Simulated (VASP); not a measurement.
# Cd4Se3S in VASP: further runs

Cd4Se3S is run at these levels: PBE; tasks: single point.

Program: VASP 6.6.1. These are calculated values, not measurements. Logs are shortened: lines on timing, memory, paths and dates and some standing lists are left out, and cuts for length are marked.

**1. The cell of the first run**

The structure is trigonal, space group P3m1 (No. 156). The conventional cell has a = 4.335 Å, b = 4.335 Å, c = 14.154 Å, α = 90.00°, β = 90.00°, γ = 120.00°. Within 3.4 Å of Cd (site symmetry 3m) lie 3 S at 2.61 Å and 1 Se at 2.69 Å. Within 3.5 Å of Cd (site symmetry 3m) lie 4 Se at 2.67 to 2.68 Å. Within 3.5 Å of Cd (site symmetry 3m) lie 4 Se at 2.67 to 2.69 Å. Within 3.4 Å of Cd (site symmetry 3m) lie 1 S at 2.57 Å and 3 Se at 2.67 Å. Within 3.5 Å of Se (site symmetry 3m) lie 4 Cd at 2.67 to 2.69 Å. Within 3.5 Å of Se (site symmetry 3m) lie 4 Cd at 2.67 to 2.68 Å. Within 3.5 Å of Se (site symmetry 3m) lie 4 Cd at 2.67 to 2.69 Å. S (site symmetry 3m) has 4 Cd at 2.57 to 2.61 Å within 3.4 Å.

**2. Single point, PBE**

INCAR reads:

```
  ALGO = Normal
  EDIFF = 1E-7
  ENCUT = 520
  GGA = PE
  ISIF = 2
  ISMEAR = 0
  LASPH = T
  LCHARG = F
  LREAL = F
  LWAVE = F
  NBANDS = 46
  NELM = 100
  PREC = Accurate
  SIGMA = 0.1
```

KPOINTS reads:

```
k-points
0
Gamma
  6 6 1
```

POSCAR reads:

```
Cd4Se3S
1.0
    4.3348616188      0.0000000000      0.0000000000
   -2.1674308094      3.7541002837      0.0000000000
    0.0000000000      0.0000000000     14.1542426000
Cd Se S
4 3 1
Direct
    0.6666666667      0.3333333333      0.9921670000
    0.6666666667      0.3333333333      0.5023900000
    0.0000000000      0.0000000000      0.2473710000
    0.0000000000      0.0000000000      0.7575370000
    0.6666666667      0.3333333333      0.1822020000
    0.6666666667      0.3333333333      0.6920600000
    0.0000000000      0.0000000000      0.4370810000
    0.0000000000      0.0000000000      0.9391910000
```

Potentials or basis: VASP PAW PBE potentials, release 64 (Cd, Se, S).

Launch:

```bash
$ cat potpaw_PBE.64/Cd/POTCAR potpaw_PBE.64/Se/POTCAR potpaw_PBE.64/S/POTCAR > POTCAR
$ mpirun -np 1 vasp_std > vasp.out
```

OUTCAR:

```text
EDIFF = 1E-7
   ENCUT = 520
   GGA = PE
   ISIF = 2
   ISMEAR = 0
   LASPH = T
   LREAL = F
   NELM = 100
   PREC = Accurate

 ion  position               nearest neighbor table
   1  0.667  0.333  0.992-   8 2.61   8 2.61   8 2.61   5 2.69
   2  0.667  0.333  0.502-   7 2.67   7 2.67   7 2.67   6 2.68
   3  0.000  0.000  0.247-   5 2.67   5 2.67   5 2.67   7 2.69
   4  0.000  0.000  0.758-   8 2.57   6 2.67   6 2.67   6 2.67
   5  0.667  0.333  0.182-   3 2.67   3 2.67   3 2.67   1 2.69
   6  0.667  0.333  0.692-   4 2.67   4 2.67   4 2.67   2 2.68
   7  0.000  0.000  0.437-   2 2.67   2 2.67   2 2.67   3 2.69
   8  0.000  0.000  0.939-   4 2.57   1 2.61   1 2.61   1 2.61

  LATTYP: Found a hexagonal cell.
 ALAT       =     4.3348616188
 C/A-ratio  =     3.2652120978

  Lattice vectors:

 A1 = (   4.3348616188,   0.0000000000,   0.0000000000)
 A2 = (  -2.1674308094,   3.7541002837,   0.0000000000)
 A3 = (   0.0000000000,   0.0000000000,  14.1542426000)

Analysis of symmetry for initial positions (statically):
=====================================================================
 Subroutine PRICEL returns:
 Original cell was already a primitive cell.

 Routine SETGRP: Setting up the symmetry group for a
 hexagonal supercell.

 Subroutine GETGRP returns: Found  6 space group operations
 (whereof  6 operations were pure point group operations)
 out of a pool of 24 trial point group operations.

The static configuration has the point symmetry C_3v.

Analysis of symmetry for dynamics (positions and initial velocities):
=====================================================================
 Subroutine PRICEL returns:
 Original cell was already a primitive cell.

 Routine SETGRP: Setting up the symmetry group for a
 hexagonal supercell.

 Subroutine GETGRP returns: Found  6 space group operations
 (whereof  6 operations were pure point group operations)
 out of a pool of 24 trial point group operations.

The dynamic configuration has the point symmetry C_3v.

 Subroutine INISYM returns: Found  6 space group operations
 (whereof  6 operations are pure point group operations),
 and found     1 'primitive' translations

----------------------------------------------------------------------------------------

                                     Primitive cell

[... 86 lines left out ...]
   EDIFFG = 0.1E-05   stopping-criterion for IOM
   NSW    =      0    number of steps for IOM
   IBRION =     -1    ionic relax: 0-MD 1-quasi-New 2-CG
   NFREE  =      0    steps in history (QN), initial steepest desc. (CG)
   ISIF   =      2    stress and relaxation
   ISYM   =      2    0-nonsym 1-usesym 2-fastsym
   POTIM  = 0.5000    time-step for ionic-motion
   TEBEG  =    0.0;   TEEND  =   0.0 temperature during run
   PSTRESS=    0.0 pullay stress
   NELECT =      72.0000    total number of electrons
   NUPDOWN=      -1.0000    fix difference up-down
   EMIN   =  10.00;   EMAX   =-10.00  energy-range for DOS
   EFERMI =   0.00;   METHOD = LEGACY
   ISMEAR =     0;   SIGMA  =   0.10  broadening in eV -4-tet -1-fermi 0-gaus
   EFERMI_NEDOS =   21; number of points for ismear=-14 and -15
   IALGO  =     38    algorithm
   IMIX   =      4    mixing-type and parameters
     AMIX     =   0.40;   BMIX     =  1.00
     AMIX_MAG =   1.60;   BMIX_MAG =  1.00
  volume/ion in A,a.u.               =      28.79       194.30
  Fermi-wavevector in a.u.,A,eV,Ry     =   1.111040  2.099561 16.795170  1.234410
  Thomas-Fermi vector in A             =   2.247599
   LORBIT       =      0    0 simple, 1 ext, 2 COOP (PROOUT), +10 PAW based schemes
   GGA     = PE    functional components
   LHFCALC =     F    Hartree Fock is set to
   AEXX    =    0.0000 exact exchange contribution
   IVDW    =     0    specifies the selected vdW correction
   LEPSILON=     F    determine dielectric tensor
   LRPA    =     F    only Hartree local field effects (RPA)
 non-spin polarized calculation
 Gauss-broadening in eV      SIGMA  =   0.10
  energy-cutoff  :      520.00
  volume of cell :      230.34
 maximum number of plane-waves:      6238
   NGX = 17   NGY = 17   NGZ = 53

 number of electron      71.9999997 magnetization

 Free energy of the ion-electron system (eV)
  ---------------------------------------------------
  ext. energy  EPLUGINS =         0.00000000
  ---------------------------------------------------
  free energy    TOTEN  =       -22.58460533 eV

  energy without entropy =      -22.58460455  energy(sigma->0) =      -22.58460494

 E-fermi :   0.9842     XC(G=0):  -8.6991

 val. band max:        0.6846088820   @ k =   0.0000   0.0000   0.0000
 cond. band min:       1.2725806405   @ k =   0.0000   0.0000   0.0000
 fundamental gap:      0.5879717585
 Fermi energy:         0.9841944912

 k-point     1 :       0.0000    0.0000    0.0000
  band No.  band energies     occupation
      1     -11.6391      2.00000
      2     -11.4806      2.00000
      3     -11.4466      2.00000
      4     -11.2805      2.00000
      5      -7.1406      2.00000
      6      -7.1406      2.00000
[... 332 lines left out ...]
     45       7.0157      0.00000
     46       7.5638      0.00000

------------------------ aborting loop because EDIFF is reached ----------------------------------------

  FORCE on cell =-STRESS in cart. coord.  units (eV):
  Direction    XX          YY          ZZ          XY          YZ          ZX
  --------------------------------------------------------------------------------------
  -------------------------------------------------------------------------------------
  Total        0.3659711      0.3659711      0.3087927      0.0000000     -0.0000000      0.0000000
  in kB        2.5455971      2.5455971      2.1478794      0.0000000     -0.0000000      0.0000000
  external PRESSURE =       2.4130246 kB  Pullay stress =       0.0000000 kB

 VOLUME and BASIS-vectors are now :
 -----------------------------------------------------------------------------
  energy-cutoff  :      520.00
  volume of cell :      230.34
      direct lattice vectors                 reciprocal lattice vectors
     4.334861619  0.000000000  0.000000000     0.230687871  0.133187705  0.000000000
    -2.167430809  3.754100284  0.000000000     0.000000000  0.266375409  0.000000000
     0.000000000  0.000000000 14.154242600     0.000000000  0.000000000  0.070650195

 POSITION                                       TOTAL-FORCE (eV/Angst)
 -----------------------------------------------------------------------------------
      2.16743      1.25137     14.04337        -0.000000     -0.000000      0.003340
      2.16743      1.25137      7.11095        -0.000000      0.000000      0.005207
      0.00000      0.00000      3.50135         0.000000      0.000000      0.005140
      0.00000      0.00000     10.72236        -0.000000      0.000000     -0.001360
      2.16743      1.25137      2.57893         0.000000     -0.000000     -0.011677
      2.16743      1.25137      9.79559         0.000000     -0.000000     -0.004528
      0.00000      0.00000      6.18655         0.000000     -0.000000     -0.003999
      0.00000      0.00000     13.29354         0.000000     -0.000000      0.007876
 -----------------------------------------------------------------------------------
    total drift:                               -0.000001     -0.000000     -0.000825

  FREE ENERGIE OF THE ION-ELECTRON SYSTEM (eV)
  ---------------------------------------------------
  free  energy   TOTEN  =       -22.5846053336 eV

  energy  without entropy=      -22.5846045540  energy(sigma->0) =      -22.58460494
```

stdout:

```text
POSCAR found type information on POSCAR CdSeS
 POSCAR found :  3 types and       8 ions
 scaLAPACK will be used
 LDA part: xc-table for (Slater+PW92), standard interpolation
 POSCAR, INCAR and KPOINTS ok, starting setup
 FFT: planning ... GRIDC
 FFT: planning ... GRID_SOFT
 FFT: planning ... GRID
 WAVECAR not read
 entering main loop
```

Run time: 90 s. Hardware: 1 thread of AMD EPYC 7R43 (Zen 3), shared host; peak memory 0.3 GiB.

What came out:

- Free energy: -22.5846 eV
- Pressure: 0.2 GPa
- Largest force: 0.012 eV/Å
- Band gap on the k mesh: 0.59 eV

Forces on the atoms (eV/Å):
```
Cd   0.000  0.000  0.003
Cd   0.000  0.000  0.005
Cd   0.000  0.000  0.005
Cd   0.000  0.000 -0.001
Se   0.000  0.000 -0.012
Se   0.000  0.000 -0.005
Se   0.000  0.000 -0.004
S    0.000  0.000  0.008
```

Levels at points of the mesh, in eV from the valence-band top:
```tsv
k point	band 34	band 35	band 36	band 37	band 38	band 39
(0.00, 0.00, 0.00)	-0.14	0.00	0.00	0.59	2.12	2.35
(0.50, 0.00, 0.00)	-1.23	-1.17	-0.71	2.94	2.96	3.11
```

Caveat: the k points lie up to 0.44 Å⁻¹ apart; semilocal functionals underestimate gaps, and a narrow one can read as zero.

**3. Single point, PBE**

INCAR reads:

```
PREC = Accurate
ENCUT = 520
EDIFF = 1E-6
ISMEAR = 0
SIGMA = 0.1
LREAL = F
LASPH = T
NELM = 100
ALGO = Normal
ISIF = 2
LWAVE = F
LCHARG = T
GGA = PE
LELF = T
LVHAR = T
NBANDS = 46
```

KPOINTS reads:

```
Automatic mesh
0
Gamma
  6 6 2
```

POSCAR reads:

```
Cd4Se3S
1.0
    4.3348616000      0.0000000000      0.0000000000
   -2.1674308000      3.7541003000      0.0000000000
    0.0000000000      0.0000000000     14.1542426000
Cd Se S
4 3 1
Direct
    0.6666667000      0.3333333000      0.9921670000
    0.6666667000      0.3333333000      0.5023900000
    0.0000000000      0.0000000000      0.2473710000
    0.0000000000      0.0000000000      0.7575370000
    0.6666667000      0.3333333000      0.1822020000
    0.6666667000      0.3333333000      0.6920600000
    0.0000000000      0.0000000000      0.4370810000
    0.0000000000      0.0000000000      0.9391910000
```

Potentials or basis: VASP PAW PBE potentials, release 64 (Cd, Se, S).

Launch:

```bash
$ cat potpaw_PBE.64/Cd/POTCAR potpaw_PBE.64/Se/POTCAR potpaw_PBE.64/S/POTCAR > POTCAR
$ mpirun -np 1 vasp_std > vasp.out
```

It took 2.5 min on 1 thread of AMD EPYC 7R43 (Zen 3), shared host; peak memory 0.34 GiB.

Results (log left out):

| Item | Value |
| --- | --- |
| Free energy | -22.5888 eV |
| Pressure | 0.3 GPa |
| Largest force | 0.007 eV/Å |
| Band gap on the k mesh | 0.59 eV |

Forces on the atoms (eV/Å):
```
Cd   0.000  0.000 -0.001
Cd   0.000  0.000  0.002
Cd   0.000  0.000  0.003
Cd   0.000  0.000 -0.003
Se   0.000  0.000 -0.004
Se   0.000  0.000 -0.003
Se   0.000  0.000 -0.002
S    0.000  0.000  0.007
```

Levels at points of the mesh, in eV from the valence-band top:
```tsv
k point	band 32	band 33	band 34	band 35	band 36	band 37	band 38	band 39	band 40	band 41
(0.00, 0.00, 0.00)	-0.29	-0.29	-0.14	0.00	0.00	0.59	2.12	2.35	2.39	5.65
(0.50, 0.00, 0.00)	-1.36	-1.27	-1.23	-1.17	-0.71	2.94	2.96	3.11	3.39	4.75
(0.00, 0.00, 0.50)	-0.53	-0.19	-0.19	-0.05	-0.05	1.53	1.64	2.24	2.40	5.61
(0.50, 0.00, 0.50)	-1.50	-1.16	-1.04	-0.96	-0.81	2.76	2.80	3.35	3.44	5.01
```

Caveat: semilocal functionals underestimate gaps, and a narrow one can read as zero.

**4. Single point, PBE**

INCAR reads:

```
PREC = Accurate
ENCUT = 520
EDIFF = 1E-6
ISMEAR = 0
SIGMA = 0.1
LREAL = False
LASPH = True
NELM = 100
ALGO = Normal
ISIF = 2
LWAVE = False
LCHARG = False
GGA = PE
NBANDS = 46
```

KPOINTS reads:

```
Automatic mesh
0
Gamma
  6 6 1
```

POSCAR reads:

```
Cd4Se3S
1.0
    4.3337619477     -0.0051615956      0.0026679776
   -2.1714177439      3.7569626261      0.0003770263
    0.0083963781      0.0060059719     14.1686573877
Cd Se S
4 3 1
Direct
    0.6637945294      0.3328749734      0.9923003302
    0.6619485464      0.3317841153      0.5024691877
    0.0027759901      0.0009146233      0.2472570997
    0.0042784767      0.0007445818      0.7577834265
    0.6702108948      0.3346267295      0.1818391674
    0.6714318930      0.3341793593      0.6921006588
   -0.0048255883     -0.0012278554      0.4370391415
   -0.0029480753     -0.0005631940      0.9392099882
```

Launch:

```bash
$ cat potpaw_PBE.64/Cd/POTCAR potpaw_PBE.64/Se/POTCAR potpaw_PBE.64/S/POTCAR > POTCAR
$ mpirun -np 1 vasp_std > vasp.out
```

It took 3.2 min on 1 thread of AMD EPYC 7R43 (Zen 3), shared host; peak memory 0.39 GiB.

The run converged. Its results:

| Property | Result |
| --- | --- |
| Free energy | -22.5844 eV |
| Pressure | 0.2 GPa |
| Largest force | 0.021 eV/Å |
| Band gap on the k mesh | 0.58 eV |

Forces in eV/Å, atoms in the order of the input:
```
Cd   0.003 -0.003 -0.017
Cd   0.001  0.003  0.011
Cd  -0.004  0.002  0.014
Cd  -0.007 -0.003 -0.010
Se  -0.005 -0.005  0.018
Se  -0.007  0.000 -0.009
Se   0.012  0.000 -0.018
S    0.008  0.005  0.009
```

Levels at points of the mesh, in eV from the valence-band top:
```csv
k point,band 33,band 34,band 35,band 36,band 37,band 38,band 39,band 40
"(0.00, 0.00, 0.00)",-0.29,-0.14,0.00,0.00,0.58,2.12,2.35,2.39
"(0.50, 0.00, 0.00)",-1.27,-1.23,-1.17,-0.72,2.95,2.96,3.08,3.39
"(0.00, 0.50, 0.00)",-1.27,-1.24,-1.16,-0.71,2.92,2.95,3.11,3.40
"(0.50, 0.50, 0.00)",-1.27,-1.24,-1.16,-0.70,2.92,2.94,3.13,3.40
```

Caveat: the k points lie up to 0.44 Å⁻¹ apart; semilocal functionals underestimate gaps, and a narrow one can read as zero.

**5. The runs side by side**

```tsv
cell	k mesh	gap on the mesh (eV)	pressure (GPa)	largest force (eV/Å)
a = 4.335, b = 4.335, c = 14.154 Å, angles 90.0, 90.0, 120.0°, 8 atoms, atomic positions A	6 × 6 × 1	0.59	0.2	0.01
a = 4.335, b = 4.335, c = 14.154 Å, angles 90.0, 90.0, 120.0°, 8 atoms, atomic positions A	6 × 6 × 2	0.59	0.3	0.01
a = 4.334, b = 4.339, c = 14.169 Å, angles 90.0, 89.9, 120.1°, 8 atoms, atomic positions B	6 × 6 × 1	0.58	0.2	0.02
```

Alike in all rows: task single point; level PBE; potentials or basis VASP PAW PBE potentials, release 64 (Cd, Se, S); no spin polarisation; cutoff (eV) 520; smearing gaussian 0.1 eV.

Caveats: some runs use coarse meshes; semilocal functionals underestimate gaps, and a narrow one can read as zero.

Absolute energies hang on the potentials; compare differences alone.
